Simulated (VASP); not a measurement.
FeSi16 (a cell with a defect): single point with PBEsol

FeSi16 (a cell with a defect):

```
Si Fe
1.0
     0.00000    5.43000    5.43000
     5.43000    0.00000    5.43000
     5.43000    5.43000    0.00000
Si Fe
16 1
Direct
  0.99560 0.00430 0.99536
  0.13390 0.09896 0.13354
  0.99525 0.00496 0.50437
  0.12438 0.13339 0.62107
  0.00864 0.47361 0.00904
  0.12192 0.62115 0.12182
  0.99576 0.50982 0.49718
  0.12155 0.62131 0.63529
  0.50495 0.00434 0.99516
  0.62134 0.13315 0.12427
  0.49893 0.00303 0.49885
  0.62108 0.13338 0.62089
  0.49722 0.50955 0.99583
  0.63514 0.62105 0.12171
  0.49696 0.50981 0.49708
  0.62318 0.63005 0.62323
  0.88229 0.85425 0.88098
```

```
Program             : VASP 6.6.1
Task                : single point
Functional          : PBEsol
Potentials or basis : VASP PAW PBE potentials, release 64 (Si, Fe)
Cutoff              : 520 eV
k mesh              : 2 × 2 × 2
Occupations         : gaussian, width 0.05 eV
Spin                : collinear spin, ferromagnetic start
Starting moments    : [0.0, 0.0, 0.0, 0.0, 0.0, 0.0, 0.0, 0.0, 0.0, 0.0, 0.0, 0.0, 0.0, 0.0, 0.0, 0.0, 2.5] μB
```

```json
{
 "Pressure": "0.2 GPa",
 "Largest force": "0.024 eV/Å",
 "Band gap on the k mesh": "0.02 eV",
 "Net moment": "2.00 μB per cell",
 "Site moments": "Si +0.03, -0.00, +0.00, +0.01; Fe +1.63 μB",
 "Valence electrons inside the program's atomic spheres": "Si 1.70, 1.68, 1.69; Fe 7.35"
}
```

Forces in eV/Å, atoms in the order of the input:
```
Si   0.005 -0.003  0.006
Si  -0.002 -0.007  0.001
Si  -0.005 -0.008  0.011
Si   0.000 -0.001  0.003
Si  -0.013  0.008 -0.005
Si   0.010  0.013  0.007
Si   0.001  0.004 -0.013
Si  -0.020 -0.009  0.009
Si   0.008 -0.006  0.001
Si   0.002 -0.001 -0.002
Si   0.002 -0.001  0.003
Si   0.002 -0.005 -0.001
Si  -0.015  0.002  0.000
Si   0.013 -0.010 -0.015
Si   0.002  0.014 -0.002
Si   0.005 -0.008  0.007
Fe   0.004  0.017 -0.010
```

Stress tensor (GPa, compression positive):
```
 0.22  0.10 -0.10
 0.10  0.20  0.11
-0.10  0.11  0.21
```

Levels at points of the mesh, in eV from the valence-band top:
Spin up:
| k point | band 35 | band 36 | band 37 | band 38 | band 39 | band 40 |
| --- | --- | --- | --- | --- | --- | --- |
| (0.00, 0.00, 0.00) | -0.29 | -0.26 | -0.25 | 0.15 | 0.47 | 0.47 |
| (0.50, 0.00, 0.00) | -0.75 | -0.39 | -0.26 | 0.74 | 1.12 | 1.19 |
| (0.00, 0.50, 0.00) | -0.83 | -0.31 | -0.30 | 0.54 | 1.17 | 1.18 |
| (0.00, 0.00, 0.50) | -0.74 | -0.39 | -0.27 | 0.74 | 1.12 | 1.19 |
| (0.50, 0.50, 0.50) | -0.75 | -0.39 | -0.26 | 0.74 | 1.12 | 1.19 |
| (0.50, 0.50, 0.00) | -0.91 | -0.87 | -0.19 | 0.71 | 1.15 | 1.93 |
| (0.00, 0.50, 0.50) | -0.91 | -0.86 | -0.19 | 0.71 | 1.15 | 1.93 |
| (0.50, 0.00, 0.50) | -0.91 | -0.87 | -0.19 | 0.71 | 1.15 | 1.93 |
Spin down:
```
           k point  band 33  band 34  band 35  band 36  band 37  band 38
(0.00, 0.00, 0.00)    -0.25    -0.20    -0.19     0.20     0.21     0.25
(0.50, 0.00, 0.00)    -0.73    -0.25     0.00     0.32     0.43     0.86
(0.00, 0.50, 0.00)    -0.59    -0.26    -0.26     0.49     0.50     0.64
(0.00, 0.00, 0.50)    -0.73    -0.25     0.00     0.32     0.43     0.86
(0.50, 0.50, 0.50)    -0.73    -0.25     0.00     0.32     0.43     0.86
(0.50, 0.50, 0.00)    -0.90    -0.18    -0.14     0.02     0.94     0.97
(0.00, 0.50, 0.50)    -0.90    -0.19    -0.14     0.03     0.94     0.98
(0.50, 0.00, 0.50)    -0.90    -0.18    -0.13     0.02     0.94     0.97
```

Run time: 13 min on 1 thread of Intel Xeon 6975P-C (shared host), peak memory 0.72 GiB.

Caveat: the k points lie up to 0.50 Å⁻¹ apart; the PAW data sets were made with another functional, which shifts forces and pressure a little.
